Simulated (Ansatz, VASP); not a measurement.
# Ti: VASP beside Ansatz

```
CELL_PARAMETERS angstrom
-1.58751 1.58751 1.58751
1.58751 -1.58751 1.58751
1.58751 1.58751 -1.58751
ATOMIC_POSITIONS crystal
Ti 0.00000 0.00000 0.00000
```

Alike in both runs: task single point; functional LDA; k mesh 8 × 8 × 8; no spin polarisation.

|  | VASP | Ansatz |
| --- | --- | --- |
| version | VASP 6.6.1 | Ansatz 0.2.0 |
| potentials or method | VASP PAW LDA potentials, release 64 (Ti_sv), cutoff 520 eV | plane waves, PAW |
| occupations | gaussian, width 0.1 eV | gaussian |
| valence electrons in the cell | 12 | 12 |

```csv
,VASP,Ansatz,Ansatz less VASP
pressure (GPa),-1.0,-0.9,+0.10
```

LDA's correlation is that of Perdew and Zunger in VASP and of Perdew and Wang (1992) in Ansatz.
